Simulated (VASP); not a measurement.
Zn:

```
CELL_PARAMETERS angstrom
0.00000 1.96478 1.96478
1.96478 0.00000 1.96478
1.96478 1.96478 0.00000
ATOMIC_POSITIONS crystal
Zn 0.00000 0.00000 0.00000
```

- Program: VASP 6.6.1
- Task: relaxation of cell and atoms
- Functional: PBEsol
- Dispersion: D3(BJ)
- Potentials or basis: VASP PAW PBE potentials, release 64 (Zn)
- Cutoff: 600 eV
- k mesh: 12 × 12 × 12
- Occupations: fermi-dirac, width 0.05 eV
- Spin: no spin polarisation

At the start: pressure -8.8 GPa; volume 15.17 Å³/atom.

How do energy, volume and symmetry change on relaxing?

Over 4 steps the energy falls by 52.7 meV/atom and the volume is 13.48 Å³/atom (-11.1 %); space group Fm-3m (No. 225, to 0.05 Å).

The path:
| step | energy change (eV) | largest force (eV/Å) | pressure (GPa) | volume (Å³) |
| --- | --- | --- | --- | --- |
| 1 | 0.0000 | 0.0000 | -8.81 | 15.17 |
| 2 | -0.0526 | 0.0000 | 0.28 | 13.41 |
| 3 | -0.0527 | 0.0000 | 0.19 | 13.45 |
| 4 | -0.0527 | 0.0000 | -0.06 | 13.48 |

Final structure:
```cif
data_structure
_symmetry_space_group_name_H-M 'P 1'
_symmetry_Int_Tables_number 1
_cell_length_a 2.6716
_cell_length_b 2.6716
_cell_length_c 2.6716
_cell_angle_alpha 60.000
_cell_angle_beta 60.000
_cell_angle_gamma 60.000
_cell_volume 13.48
loop_
_atom_site_label
_atom_site_type_symbol
_atom_site_fract_x
_atom_site_fract_y
_atom_site_fract_z
_atom_site_occupancy
Zn1 Zn 0.00000 0.00000 0.00000 1
```

Caveat: the PAW data sets were made with another functional, which shifts forces and pressure a little; pairwise dispersion overbinds metals, which lowers pressure and volume.
